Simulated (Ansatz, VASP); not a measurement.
## Two plane-wave programs on Nb

```
Nb
1.0
     0.07931    2.11500    2.11500
     2.11500    0.07931    2.11500
     2.19431    2.19431    0.00000
Nb
1
Cartesian
  0.0000 0.0000 0.0000
```

Change from the starting cell: strain +0.0750 x Voigt [0, 0, 0, 0, 0, 1], atoms carried along.

Alike in both runs: task single point; functional r2SCAN; k mesh 20 × 20 × 20; occupations gaussian, width 0.15 eV; no spin polarisation.

|  | VASP | Ansatz |
| --- | --- | --- |
| version | VASP 6.6.1 | Ansatz 0.2.0 |
| potentials or method | VASP PAW PBE potentials, release 64 (Nb_sv), cutoff 520 eV | scalar-relativistic, plane waves, PAW |
| valence electrons in the cell | 13 | 13 |

Ansatz gave:

- gap on the k mesh at the Fermi level (eV): none
- pressure (GPa): -2.3
- traceless stress, the component that is largest in VASP (GPa): 2.05

Problem. What did VASP give for the same quantities?

Solution. gap on the k mesh at the Fermi level (eV): none; pressure (GPa): -2.6; traceless stress, the component that is largest in VASP (GPa): 2.00.

VASP's potentials were made for PBE, not for r2SCAN. A gap of «none» marks a metal or a gap that the smearing closes.
